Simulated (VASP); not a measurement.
# Ga (C2/c) in VASP: a series of runs, part 2 of 2

VASP 6.6.1. Earlier steps stand in the parts before.

## (6) Single point, PBE (18.91 Å³/atom)

This run uses another cell than the first one, of 18.91 Å³/atom.

The input, INCAR:

```
PREC     = Accurate       # precision mode
ENCUT    = 520            # plane-wave cutoff, eV
EDIFF    = 1E-6           # SCF threshold, eV
ISMEAR   = -1             # smearing method
SIGMA    = 0.03           # smearing width, eV
LREAL    = F              # projectors in reciprocal space
LASPH    = T              # aspherical terms in the spheres
NELM     = 100            # most SCF steps
ALGO     = Normal         # electronic algorithm
ISIF     = 2              # what is computed and relaxed
LWAVE    = F              # write WAVECAR
LCHARG   = F              # write CHGCAR
GGA      = PE             # functional
NBANDS   = 20             # bands
```

The input, KPOINTS:

```
regular mesh
0
Gamma
  14 14 11
```

The input, POSCAR:

```
Ga
1.0
    1.3921592073     -4.0531663400      0.0000000000
    1.3921592073      4.0531663400      0.0000000000
   -0.1182278372      0.0000000000      3.3519831592
Ga
2
Direct
    0.8690000000      0.1310000000      0.2500000000
    0.1310000000      0.8690000000      0.7500000000
```

Potentials or basis: VASP PAW PBE potentials, release 64 (Ga_d).

On the command line:

```
> cat potpaw_PBE.64/Ga_d/POTCAR > POTCAR
> mpirun -np 1 vasp_std > vasp.out
```

OUTCAR:

```text
PREC = Accurate
   ENCUT = 520
   EDIFF = 1E-6
   ISMEAR = -1
   LREAL = F
   LASPH = T
   NELM = 100
   ISIF = 2
   GGA = PE

 ion  position               nearest neighbor table
   1  0.869  0.131  0.250-   2 2.71   2 2.71   2 2.88   2 2.88
   2  0.131  0.869  0.750-   1 2.71   1 2.71   1 2.88   1 2.88

  LATTYP: Found a base centered monoclinic cell.
 ALAT       =     2.7843184146
 B/A-ratio  =     2.9114244396
 C/A-ratio  =     1.2046278548
 COS(beta)  =    -0.0352490928

  Lattice vectors:

 A1 = (   1.3921592073,  -4.0531663400,   0.0000000000)
 A2 = (   1.3921592073,   4.0531663400,   0.0000000000)
 A3 = (  -0.1182278372,   0.0000000000,   3.3519831592)

Analysis of symmetry for initial positions (statically):
=====================================================================
 Subroutine PRICEL returns:
 Original cell was already a primitive cell.

 Routine SETGRP: Setting up the symmetry group for a
 base centered monoclinic supercell.
[... 162 lines left out ...]
  ext. energy  EPLUGINS =         0.00000000
  ---------------------------------------------------
  free energy    TOTEN  =        -5.77774856 eV

  energy without entropy =       -5.77592248  energy(sigma->0) =       -5.77683552

 E-fermi :   5.4753     XC(G=0): -10.9592

 val. band max:        5.4690817905   @ k =  -0.1429  -0.2857   0.4545
 cond. band min:       5.4758024219   @ k =   0.3571   0.3571   0.1818
 fundamental gap:      0.0067206313
 Fermi energy:         5.4752838787

 k-point     1 :       0.0000    0.0000    0.0000
  band No.  band energies     occupation
      1      -9.6609      2.00000
      2      -9.6506      2.00000
      3      -9.6178      2.00000
      4      -9.5924      2.00000
      5      -9.3342      2.00000
      6      -9.3326      2.00000
[... 541 lines left out ...]
     19      16.6288      0.00000
     20      17.7167      0.00000

 [... further k-points ...]

------------------------ aborting loop because EDIFF is reached ----------------------------------------

  FORCE on cell =-STRESS in cart. coord.  units (eV):
  Direction    XX          YY          ZZ          XY          YZ          ZX
  --------------------------------------------------------------------------------------
  -------------------------------------------------------------------------------------
  Total        0.1967419      0.2200040      0.1458973      0.0000000      0.0000000     -0.0154312
  in kB        8.3328269      9.3180696      6.1793496      0.0000000      0.0000000     -0.6535765
  external PRESSURE =       7.9434153 kB  Pullay stress =       0.0000000 kB

 VOLUME and BASIS-vectors are now :
 -----------------------------------------------------------------------------
  energy-cutoff  :      520.00
  volume of cell :       37.83
      direct lattice vectors                 reciprocal lattice vectors
     1.392159207 -4.053166340  0.000000000     0.359154325 -0.123360345  0.012667736
     1.392159207  4.053166340  0.000000000     0.359154325  0.123360345  0.012667736
    -0.118227837  0.000000000  3.351983159     0.000000000  0.000000000  0.298330854

 POSITION                                       TOTAL-FORCE (eV/Angst)
 -----------------------------------------------------------------------------------
      1.36260     -2.99124      0.83800        -0.000000      0.179991     -0.000000
      1.30349      2.99124      2.51399         0.000000     -0.179991      0.000000
 -----------------------------------------------------------------------------------
    total drift:                                0.000000      0.000000     -0.000000

  FREE ENERGIE OF THE ION-ELECTRON SYSTEM (eV)
  ---------------------------------------------------
  free  energy   TOTEN  =        -5.7777485646 eV

  energy  without entropy=       -5.7759224817  energy(sigma->0) =       -5.77683552
```

stdout:

```text
POSCAR found type information on POSCAR Ga
 POSCAR found :  1 types and       2 ions
 scaLAPACK will be used
 LDA part: xc-table for (Slater+PW92), standard interpolation
 POSCAR, INCAR and KPOINTS ok, starting setup
 FFT: planning ... GRIDC
 FFT: planning ... GRID_SOFT
 FFT: planning ... GRID
 WAVECAR not read
 entering main loop
```

Run time: 3.5 min. Hardware: 1 thread of AMD EPYC 9R45 (Zen 5), shared host; peak memory 0.42 GiB.

Results:

```yaml
Free_energy: -5.7777 eV
Pressure: 0.8 GPa
Largest_force: 0.180 eV/Å
Band_gap_on_the_k_mesh: zero (bands 13 and 14 overlap by 7.86 eV)
```

Forces on the atoms (eV/Å):
```
Ga   0.000  0.180  0.000
Ga   0.000 -0.180  0.000
```

## (7) Summary

| cell | gap on the mesh (eV) | pressure (GPa) | largest force (eV/Å) |
| --- | --- | --- | --- |
| a = 4.257, b = 4.257, c = 3.232 Å, angles 90.7, 90.7, 142.1°, 2 atoms | none | 3.8 | 0.23 |
| a = 4.257, b = 4.257, c = 3.299 Å, angles 90.7, 90.7, 142.1°, 2 atoms | none | 2.4 | 0.20 |
| a = 4.130, b = 4.130, c = 3.332 Å, angles 90.6, 90.6, 142.1°, 2 atoms | none | 6.1 | 0.18 |
| a = 4.215, b = 4.215, c = 3.332 Å, angles 90.6, 90.6, 142.1°, 2 atoms | none | 3.2 | 0.18 |
| a = 4.286, b = 4.286, c = 3.354 Å, angles 90.7, 90.7, 142.1°, 2 atoms | none | 0.8 | 0.18 |

Alike in all rows: task single point; level PBE; potentials or basis VASP PAW PBE potentials, release 64 (Ga_d); no spin polarisation; k mesh 14 × 14 × 11; cutoff (eV) 520; smearing fermi-dirac 0.03 eV.

Caveats: the cell stands under pressure (at least some runs).

Absolute energies hang on the potentials; compare differences alone.
